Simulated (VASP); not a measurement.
Write the native input for VASP 6.6.1 that does the following.

```
Task                   : single point
Functional             : PBE
Potentials or basis    : VASP PAW PBE potentials, release 64 (Cd, S)
Cutoff                 : 520 eV
k mesh                 : 12 × 12 × 12
Occupations            : gaussian, width 0.02 eV
Spin                   : no spin polarisation
Dipole correction      : no
Further INCAR settings : ALGO = Normal; EDIFF = 1e-07; NBANDS = 16
```

The structure of CdS (Hawleyite) lies in POSCAR:

```
CdS
1.0
    0.0000000000      2.9165000000      2.9165000000
    2.9165000000      0.0000000000      2.9165000000
    2.9165000000      2.9165000000      0.0000000000
Cd S
1 1
Direct
    0.0000000000      0.0000000000      0.0000000000
    0.7500000000      0.7500000000      0.7500000000
```

The input as run:

INCAR

```
ALGO = Normal ; EDIFF = 1E-7
ENCUT = 520 ; GGA = PE
ISIF = 2 ; ISMEAR = 0
LASPH = T ; LCHARG = T
LELF = T ; LREAL = F
LVHAR = T ; LWAVE = F
NBANDS = 16 ; NELM = 80
PREC = Accurate ; SIGMA = 0.02
```

KPOINTS

```
k-points
0
Gamma
  12 12 12
```

Potentials or basis: VASP PAW PBE potentials, release 64 (Cd, S).

Command:

```bash
$ cat potpaw_PBE.64/Cd/POTCAR potpaw_PBE.64/S/POTCAR > POTCAR
$ mpirun -np 1 vasp_std > vasp.out
```

Results of the run:

The pressure is 3.2 GPa and the band gap on the k mesh is 1.15 eV, direct.

Run time: 35 s on 1 thread of AMD EPYC 9R45 96-Core Processor (Zen 5), with other jobs on the host, peak memory 0.18 GiB.
